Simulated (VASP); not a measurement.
Ag, 1 atom in the cell. It takes space group Fm-3m (No. 225, cubic). Conventional cell: a = 4.104 Å, b = 4.104 Å, c = 4.104 Å, α = 90.00°, β = 90.00°, γ = 90.00°. Within 3.8 Å of Ag (site symmetry m-3m) lie 12 Ag at 2.90 Å. 

* Program: VASP 6.6.1
* Task: relaxation of cell and atoms
* Functional: r2SCAN
* Potentials or basis: VASP PAW PBE potentials, release 64 (Ag)
* Cutoff: 600 eV
* k mesh: 24 × 24 × 24
* Occupations: fermi-dirac, width 0.08 eV
* Spin: no spin polarisation
* Target pressure: 1 GPa
* Dipole correction: no
* Further INCAR settings: ALGO = Normal; EDIFF = 1e-06; IBRION = 2; EDIFFG = -0.002; NSW = 100; ISIF = 3

Potentials or basis: VASP PAW PBE potentials, release 64 (Ag).

Command:

```sh
$ cat potpaw_PBE.64/Ag/POTCAR > POTCAR
$ cp INCAR.step1 INCAR
$ mpirun -np 1 vasp_std > vasp.out
$ cp INCAR.step2 INCAR
$ mpirun -np 1 vasp_std > vasp.out
```

Hardware: 1 thread of Intel(R) Xeon(R) Platinum 8375C CPU @ 2.90GHz (Ice Lake) (shared host).

Task: How long does it take, and how much memory?

Result: It took 5.3 min on 1 thread of Intel(R) Xeon(R) Platinum 8375C CPU @ 2.90GHz (Ice Lake), with other jobs on the host, peak memory 0.22 GiB. Counts: k points 413, ion steps 3.
